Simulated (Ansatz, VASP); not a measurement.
**Two plane-wave programs on BN**

INCAR

```
PREC     = Accurate       # precision mode
ENCUT    = 520            # plane-wave cutoff, eV
EDIFF    = 1E-6           # SCF threshold, eV
ISMEAR   = 0              # smearing method
SIGMA    = 0.05           # smearing width, eV
LREAL    = F              # projectors in reciprocal space
LASPH    = T              # aspherical terms in the spheres
NELM     = 80             # most SCF steps
ALGO     = Normal         # electronic algorithm
ISIF     = 2              # what is computed and relaxed
LWAVE    = F              # write WAVECAR
LCHARG   = T              # write CHGCAR
GGA      = PS             # functional
LELF     = T              # ELF
LVHAR    = T            
NBANDS   = 11             # bands
```

The input KPOINTS:

```
Automatic mesh
0
Gamma
  12 12 12
```

The input POSCAR:

```
BN
1.0
    1.2511217832      0.7223354983      3.3729344033
   -1.2511217832      0.7223354983      3.3729344033
    0.0000000000     -1.4446709967      3.3729344033
B N
1 1
Direct
    0.9996712000      0.9996712000      0.9996712000
    0.3996231012      0.3148463683      0.2838159305
```

Input for Ansatz:

```yaml
crystal:
  lattice:
    - [1.2511217832, 0.7223354983, 3.3729344033]
    - [-1.2511217832, 0.7223354983, 3.3729344033]
    - [0.0, -1.4446709967, 3.3729344033]
  atoms:
    - { symbol: B, position: [0.9996712, 0.9996712, 0.9996712] }
    - { symbol: "N", position: [0.3996231012, 0.3148463683, 0.2838159305] }
basis:
  ecutwfc: 420
kpoints:
  mp_grid: { grid: [12, 12, 12] }
hamiltonian:
  xc: pbesol
scf:
  occupations: { method: gaussian, width: 0.05 }
output:
  forces: true
  stress: true
  eigenvalues: true
```

Change from the starting cell: all N atoms moved +0.150 Å, as atom 2 along Cartesian [1 1 0].

Alike in both runs: task single point; functional PBEsol; k mesh 12 × 12 × 12; occupations gaussian, width 0.05 eV; no spin polarisation.

```csv
,VASP,Ansatz
version,VASP 6.6.1,Ansatz 0.2.0
potentials or method,"VASP PAW PBE potentials, release 64 (B, N), cutoff 520 eV","scalar-relativistic, plane waves, PAW"
valence electrons in the cell,8,8
```

VASP gave:

```
gap on the k mesh at the Fermi level (eV)                     : 2.92
least direct gap on the mesh (eV)                             : 4.08
pressure (GPa)                                                : 10.6
traceless stress, the component that is largest in VASP (GPa) : 19.33
rms of the force components (eV/Å)                            : 4.397
```

Task: Estimate Ansatz's values.

Result: gap on the k mesh at the Fermi level (eV): 2.93; least direct gap on the mesh (eV): 4.09; pressure (GPa): 10.4; traceless stress, the component that is largest in VASP (GPa): 19.04; rms of the force components (eV/Å): 4.395.

VASP's potentials were made for PBE, not for PBEsol. Atom by atom the forces differ by 0.003 eV/Å (rms over components).
